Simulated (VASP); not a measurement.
# MgB2 (P6/mmm) in VASP: a series of runs, part 2 of 2

VASP 6.6.1.

## Step 6: Relaxation of shape and atoms at fixed volume, r2SCAN (9.92 Å³/atom)

This run uses another cell than the first one, of 9.92 Å³/atom.

Input file POSCAR:

```
MgB2
1.0
    3.1136155363      0.0000000000      0.0000000000
   -1.5568077682      2.6964701521      0.0000000000
    0.0000000000      0.0000000000      3.5434580478
Mg B
1 2
Direct
    0.0000000000      0.0000000000      0.0000000000
    0.3333333333      0.6666666667      0.5000000000
    0.6666666667      0.3333333333      0.5000000000
```

Input file INCAR.step1:

```
SYSTEM = MgB2
ALGO = Normal
EDIFF = 1E-4
ENCUT = 600
GGA = PE
ISMEAR = 0
LASPH = .TRUE.
LCHARG = .FALSE.
LREAL = .FALSE.
LWAVE = .TRUE.
NELM = 80
PREC = Accurate
SIGMA = 0.05
```

Input file INCAR.step2:

```
SYSTEM = MgB2
ALGO = Normal
EDIFF = 1E-6
EDIFFG = -0.01
ENCUT = 600
IBRION = 2
ISIF = 4
ISMEAR = 0
ISTART = 1
LASPH = .TRUE.
LCHARG = .FALSE.
LMIXTAU = .TRUE.
LREAL = .FALSE.
LWAVE = .FALSE.
METAGGA = R2SCAN
NELM = 80
NSW = 60
PREC = Accurate
SIGMA = 0.05
```

Input file KPOINTS:

```
k-points
0
G
  8 8 6
  0 0 0
```

Potentials or basis: VASP PAW PBE potentials, release 64 (Mg, B).

On the command line:

```sh
cat potpaw_PBE.64/Mg/POTCAR potpaw_PBE.64/B/POTCAR > POTCAR
cp INCAR.step1 INCAR
mpirun -np 1 vasp_std > vasp.out
cp INCAR.step2 INCAR
mpirun -np 1 vasp_std > vasp.out
```

OUTCAR:

```text
SYSTEM = MgB2
   EDIFF = 1E-6
   EDIFFG = -0.01
   ENCUT = 600
   IBRION = 2
   ISIF = 4
   ISMEAR = 0
   ISTART = 1
   LASPH = .TRUE.
   LREAL = .FALSE.
   METAGGA = R2SCAN
   NELM = 80
   NSW = 60
   PREC = Accurate

 ion  position               nearest neighbor table
   1  0.000  0.000  0.000-   2 2.52   3 2.52   2 2.52   3 2.52   3 2.52   3 2.52   2 2.52   2 2.52
                             3 2.52   3 2.52   2 2.52   2 2.52
   2  0.333  0.667  0.500-   3 1.80   3 1.80   3 1.80   1 2.52   1 2.52   1 2.52   1 2.52   1 2.52
                             1 2.52
   3  0.667  0.333  0.500-   2 1.80   2 1.80   2 1.80   1 2.52   1 2.52   1 2.52   1 2.52   1 2.52
                             1 2.52

  LATTYP: Found a hexagonal cell.
 ALAT       =     3.1136155363
 C/A-ratio  =     1.1380525330

  Lattice vectors:

 A1 = (   3.1136155363,   0.0000000000,   0.0000000000)
 A2 = (  -1.5568077682,   2.6964701521,   0.0000000000)
 A3 = (   0.0000000000,   0.0000000000,   3.5434580478)

Analysis of symmetry for initial positions (statically):
=====================================================================
 Subroutine PRICEL returns:
 Original cell was already a primitive cell.

 Routine SETGRP: Setting up the symmetry group for a
 hexagonal supercell.

 Subroutine GETGRP returns: Found 24 space group operations
 (whereof 24 operations were pure point group operations)
 out of a pool of 24 trial point group operations.

The static configuration has the point symmetry D_6h.

Analysis of symmetry for dynamics (positions and initial velocities):
=====================================================================
 Subroutine PRICEL returns:
 Original cell was already a primitive cell.

 Routine SETGRP: Setting up the symmetry group for a
 hexagonal supercell.

 Subroutine GETGRP returns: Found 24 space group operations
 (whereof 24 operations were pure point group operations)
 out of a pool of 24 trial point group operations.

The dynamic configuration has the point symmetry D_6h.

 Subroutine INISYM returns: Found 24 space group operations
 (whereof 24 operations are pure point group operations),
 and found     1 'primitive' translations

----------------------------------------------------------------------------------------

                                     Primitive cell

  volume of cell :      29.7501

  direct lattice vectors                    reciprocal lattice vectors
     3.113615536  0.000000000  0.000000000     0.321170032  0.185427604  0.000000000
    -1.556807768  2.696470152  0.000000000     0.000000000  0.370855208  0.000000000
     0.000000000  0.000000000  3.543458048     0.000000000  0.000000000  0.282210199

  length of vectors
     3.113615536  3.113615536  3.543458048     0.370855208  0.370855208  0.282210199

  position of ions in fractional coordinates (direct lattice)
     0.000000000  0.000000000  0.000000000
     0.333333333  0.666666667  0.500000000
     0.666666667  0.333333333  0.500000000

  ion indices of the primitive-cell ions
   primitive index   ion index
                 1           1
                 2           2
[... 57 lines left out ...]
   total plane-waves  NPLWV =  21952
   dimension x,y,z NGX =    28 NGY =   28 NGZ =   28
   dimension x,y,z NGXF=    56 NGYF=   56 NGZF=   56
   ions per type =               1   2
   NGX,Y,Z   is equivalent  to a cutoff of  14.95, 14.95, 13.14 a.u.
   NGXF,Y,Z  is equivalent  to a cutoff of  29.90, 29.90, 26.27 a.u.
 SYSTEM =  MgB2
   PREC   = accura    normal or accurate (medium, high low for compatibility)
   ISTART =      1    job   : 0-new  1-cont  2-samecut
   ICHARG =      0    charge: 1-file 2-atom 10-const
   ISPIN  =      1    spin polarized calculation?
   LNONCOLLINEAR =      F non collinear calculations
   LSORBIT =      F    spin-orbit coupling
   LASPH  =      T    aspherical Exc in radial PAW
   ENCUT  =  600.0 eV  44.10 Ry    6.64 a.u.   6.22  6.22  7.08*2*pi/ulx,y,z
   NELM   =     80;   NELMIN=  2; NELMDL=  0     # of ELM steps
   EDIFF  = 0.1E-05   stopping-criterion for ELM
   LREAL  =      F    real-space projection
   EDIFFG = -.1E-01   stopping-criterion for IOM
   NSW    =     60    number of steps for IOM
   IBRION =      2    ionic relax: 0-MD 1-quasi-New 2-CG
   NFREE  =      1    steps in history (QN), initial steepest desc. (CG)
   ISIF   =      4    stress and relaxation
   ISYM   =      2    0-nonsym 1-usesym 2-fastsym
   POTIM  = 0.5000    time-step for ionic-motion
   TEBEG  =    0.0;   TEEND  =   0.0 temperature during run
   PSTRESS=    0.0 pullay stress
   NELECT =       8.0000    total number of electrons
   NUPDOWN=      -1.0000    fix difference up-down
   EMIN   =  10.00;   EMAX   =-10.00  energy-range for DOS
   EFERMI =   0.00;   METHOD = LEGACY
   ISMEAR =     0;   SIGMA  =   0.05  broadening in eV -4-tet -1-fermi 0-gaus
   EFERMI_NEDOS =   21; number of points for ismear=-14 and -15
   IALGO  =     38    algorithm
   IMIX   =      4    mixing-type and parameters
     AMIX     =   0.40;   BMIX     =  1.00
     AMIX_MAG =   1.60;   BMIX_MAG =  1.00
  volume/ion in A,a.u.               =       9.92        66.92
  Fermi-wavevector in a.u.,A,eV,Ry     =   1.056677  1.996830 15.191802  1.116566
  Thomas-Fermi vector in A             =   2.191921
   LORBIT       =      0    0 simple, 1 ext, 2 COOP (PROOUT), +10 PAW based schemes
   METAGGA = R2SCAN    functional components
   LHFCALC =     F    Hartree Fock is set to
   AEXX    =    0.0000 exact exchange contribution
   IVDW    =     0    specifies the selected vdW correction
   LEPSILON=     F    determine dielectric tensor
   LRPA    =     F    only Hartree local field effects (RPA)
 conjugate gradient relaxation of ions
 non-spin polarized calculation
 Gauss-broadening in eV      SIGMA  =   0.05
  energy-cutoff  :      600.00
  volume of cell :       29.75
 maximum number of plane-waves:      1004
 NGX is ok and might be reduce to    28
   NGX = 13   NGY = 13   NGZ = 15

--------------------------------------- Ionic step        1  -------------------------------------------

 number of electron       8.0000000 magnetization

 Free energy of the ion-electron system (eV)
  ---------------------------------------------------
  ext. energy  EPLUGINS =         0.00000000
  ---------------------------------------------------
  free energy    TOTEN  =       -19.37372510 eV

  energy without entropy =      -19.37225402  energy(sigma->0) =      -19.37298956

------------------------ aborting loop because EDIFF is reached ----------------------------------------

  FORCE on cell =-STRESS in cart. coord.  units (eV):
  Direction    XX          YY          ZZ          XY          YZ          ZX
  --------------------------------------------------------------------------------------
  -------------------------------------------------------------------------------------
  Total       -1.1688891     -1.1688891     -1.0391080      0.0000000      0.0000000      0.0000000
  in kB      -62.9500393    -62.9500393    -55.9607302      0.0000000      0.0000000      0.0000000
  external PRESSURE =     -60.6202696 kB  Pullay stress =       0.0000000 kB
[... 61 lines left out ...]
--------------------------------------- Ionic step        3  -------------------------------------------

 number of electron       8.0000000 magnetization

 Free energy of the ion-electron system (eV)
  ---------------------------------------------------
  ext. energy  EPLUGINS =         0.00000000
  ---------------------------------------------------
  free energy    TOTEN  =       -19.37391660 eV

  energy without entropy =      -19.37226349  energy(sigma->0) =      -19.37309005

 E-fermi :   5.1635     XC(G=0): -11.4249

 val. band max:        5.1538344696   @ k =   0.1250   0.0000   0.3333
 cond. band min:       5.2346283779   @ k =   0.3750   0.1250   0.0000
 fundamental gap:      0.0807939083
 Fermi energy:         5.1635004390

 k-point     1 :       0.0000    0.0000    0.0000
  band No.  band energies     occupation
      1      -7.9484      2.00000
      2       2.0341      2.00000
      3       5.4971      0.00000
      4       5.4971      0.00000
      5       6.9877      0.00000
      6      11.6425      0.00000
      7      11.6425      0.00000
      8      13.3370      0.00000
[... 243 lines left out ...]
 k-point    24 :       0.3750   -0.0000    0.3333
  band No.  band energies     occupation
      1      -4.7439      2.00000
      2      -0.5640      2.00000
      3       1.0565      2.00000
      4       3.3283      2.00000
      5       6.3551      0.00000
      6      10.7499      0.00000
      7      14.9957      0.00000
      8      15.3557      0.00000

 [... further k-points ...]

------------------------ aborting loop because EDIFF is reached ----------------------------------------

  FORCE on cell =-STRESS in cart. coord.  units (eV):
  Direction    XX          YY          ZZ          XY          YZ          ZX
  --------------------------------------------------------------------------------------
  -------------------------------------------------------------------------------------
  Total       -1.1026982     -1.1026982     -1.0916316      0.0000000      0.0000000     -0.0000000
  in kB      -59.3853553    -59.3853553    -58.7893675      0.0000000      0.0000000     -0.0000000
  external PRESSURE =     -59.1866927 kB  Pullay stress =       0.0000000 kB
[... 18 lines left out ...]
  FREE ENERGIE OF THE ION-ELECTRON SYSTEM (eV)
  ---------------------------------------------------
  free  energy   TOTEN  =       -19.3739166045 eV

  energy  without entropy=      -19.3722634913  energy(sigma->0) =      -19.37309005

 reached required accuracy - stopping structural energy minimisation
```

Run time: 2.9 min. Hardware: 1 thread of Intel Xeon 8259CL, shared host; peak memory 0.17 GiB.

What came out:

```yaml
Free_energy: -19.3739 eV
Energy_gained_by_relaxing: 0.1 meV/atom
Ionic_steps: 3
Pressure_after_relaxing: -5.9 GPa
Band_gap_on_the_k_mesh: zero (bands 4 and 5 overlap by 2.60 eV)
```

The path:
```tsv
step	energy change (eV)	largest force (eV/Å)	pressure (GPa)	volume (Å³)
1	0.0000	0.0000	-6.06	29.75
2	-0.0001	0.0000	-6.00	29.75
3	-0.0002	0.0000	-5.92	29.75
```

Final structure:
```yaml
crystal:
  lattice:
    - [3.10909, 0.00000, 0.00000]
    - [-1.55454, 2.69255, 0.00000]
    - [0.00000, 0.00000, 3.55379]
  atoms:
    - { symbol: Mg, position: [0.00000, 0.00000, 0.00000] }
    - { symbol: B, position: [0.33333, 0.66667, 0.50000] }
    - { symbol: B, position: [0.66667, 0.33333, 0.50000] }
```

Caveat: the PAW data sets were made with another functional, which shifts forces and pressure a little.

## Step 7: Overview

| level | cell | gap on the mesh (eV) | pressure (GPa) |
| --- | --- | --- | --- |
| RPBE+D4 | relaxed from a = 3.035, b = 3.035, c = 3.401 Å, angles 90.0, 90.0, 120.0°, 3 atoms | none | 2.8 |
| PBE+D3(BJ) | relaxed from a = 3.035, b = 3.035, c = 3.423 Å, angles 90.0, 90.0, 120.0°, 3 atoms | none | 2.9 |
| PBE+D3(BJ) | relaxed from a = 3.055, b = 3.055, c = 3.446 Å, angles 90.0, 90.0, 120.0°, 3 atoms | none | -0.3 |
| r2SCAN+rVV10 | relaxed from a = 3.114, b = 3.114, c = 3.533 Å, angles 90.0, 90.0, 120.0°, 3 atoms | none | -6.0 |
| r2SCAN | relaxed from a = 3.114, b = 3.114, c = 3.543 Å, angles 90.0, 90.0, 120.0°, 3 atoms | none | -5.9 |

Alike in all rows: task relaxation of shape and atoms at fixed volume; potentials or basis VASP PAW PBE potentials, release 64 (Mg, B); no spin polarisation; k mesh 8 × 8 × 6; cutoff (eV) 600; smearing gaussian 0.05 eV.

Caveats: the PAW data sets were made with another functional, which shifts forces and pressure a little (at least some runs).

Total energies depend on the potentials used, so only differences within one code and one set of settings carry meaning.
